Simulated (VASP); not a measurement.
Set up this calculation in VASP 6.6.1, as the native input.

```yaml
Task: single point
Functional: HSE06
Potentials_or_basis: VASP PAW PBE potentials, release 64 (I, Cu)
Cutoff: 520 eV
k_mesh: 6 × 6 × 6
Occupations: fermi-dirac, width 0.05 eV
Spin: no spin polarisation
Dipole_correction: no
Grid_for_exact_exchange_PRECFOCK: Normal
Further_INCAR_settings: ALGO = Normal; EDIFF = 1e-06; NBANDS = 16
Share_of_exact_exchange: 0.25
Screening_parameter: 0.2079 1/Å
```

CuI:

```
CELL_PARAMETERS angstrom
0.00000 3.03150 3.03150
3.03150 0.00000 3.03150
3.03150 3.03150 0.00000
ATOMIC_POSITIONS crystal
I 0.00000 0.00000 0.00000
Cu 0.75000 0.75000 0.75000
```

The input as run:

POSCAR

```
CuI
1.0
    0.0000000000      3.0315000000      3.0315000000
    3.0315000000      0.0000000000      3.0315000000
    3.0315000000      3.0315000000      0.0000000000
I Cu
1 1
Direct
    0.0000000000      0.0000000000      0.0000000000
    0.7500000000      0.7500000000      0.7500000000
```

INCAR.step1

```
PREC = Accurate
ENCUT = 520
EDIFF = 1E-5
ISMEAR = -1
SIGMA = 0.05
LREAL = False
LASPH = True
NELM = 100
ALGO = Normal
ISIF = 2
LWAVE = True
LCHARG = False
GGA = PE
NBANDS = 16
```

INCAR.step2

```
PREC = Accurate
ENCUT = 520
EDIFF = 1E-6
ISMEAR = -1
SIGMA = 0.05
LREAL = False
LASPH = True
NELM = 100
ALGO = Normal
ISIF = 2
LWAVE = False
LCHARG = False
GGA = PE
LHFCALC = True
HFSCREEN = 0.2079
PRECFOCK = Normal
ISTART = 1
NBANDS = 16
```

KPOINTS

```
Automatic mesh
0
Gamma
  6 6 6
```

Potentials or basis: VASP PAW PBE potentials, release 64 (I, Cu).

The run is started by

```sh
$ cat potpaw_PBE.64/I/POTCAR potpaw_PBE.64/Cu/POTCAR > POTCAR
$ cp INCAR.step1 INCAR
$ mpirun -np 1 vasp_std > vasp.out
$ cp INCAR.step2 INCAR
$ mpirun -np 1 vasp_std > vasp.out
```

It gave:

The pressure is 0.3 GPa. The band gap on the k mesh is 2.58 eV.

Caveat: the PAW data sets were made with another functional, which shifts forces and pressure a little; spin-orbit coupling is left out, which moves the levels of the heavy elements.

It took 46 min on 1 thread of Intel(R) Xeon(R) Platinum 8259CL CPU @ 2.50GHz (Skylake/Cascade Lake) (shared host), peak memory 0.31 GiB.
